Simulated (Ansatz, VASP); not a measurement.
## Pt: VASP beside Ansatz

```
Pt
1.0
     2.64049    0.00000    0.00000
    -1.32024    2.28673    0.00000
     0.00000    0.00000    4.56046
Pt
2
Direct
  0.64905 0.33333 0.75000
  0.35095 0.66667 0.25000
```

Change from the starting cell: mode 1 frozen in at -0.048 Å, equal normal strain along x, y and z -0.0250.

Alike in both runs: task single point; functional LDA; k mesh 18 × 18 × 10; occupations gaussian, width 0.15 eV; no spin polarisation.

|  | VASP | Ansatz |
| --- | --- | --- |
| version | VASP 6.6.1 | Ansatz 0.2.0 |
| potentials or method | VASP PAW LDA potentials, release 64 (Pt), cutoff 520 eV | scalar-relativistic, plane waves, PAW |
| valence electrons in the cell | 20 | 36 |

Ansatz gave:

- gap on the k mesh at the Fermi level (eV): none
- pressure (GPa): 28.3
- traceless stress, the component that is largest in VASP (GPa): -2.17
- rms of the force components (eV/Å): 0.025

Task: Estimate VASP's values.

Result: gap on the k mesh at the Fermi level (eV): none; pressure (GPa): 29.4; traceless stress, the component that is largest in VASP (GPa): -2.52; rms of the force components (eV/Å): 0.026.

LDA's correlation is that of Perdew and Zunger in VASP and of Perdew and Wang (1992) in Ansatz. Atom by atom the forces differ by 0.002 eV/Å (rms over components). A gap of «none» marks a metal or a gap that the smearing closes. Both programs put the cell under a high pressure, so it lies far from rest at this level. VASP's potentials hold 20 valence electrons a cell and Ansatz's 36, so a difference there can come from the potentials and not from the codes.

Spin-orbit coupling is off throughout.
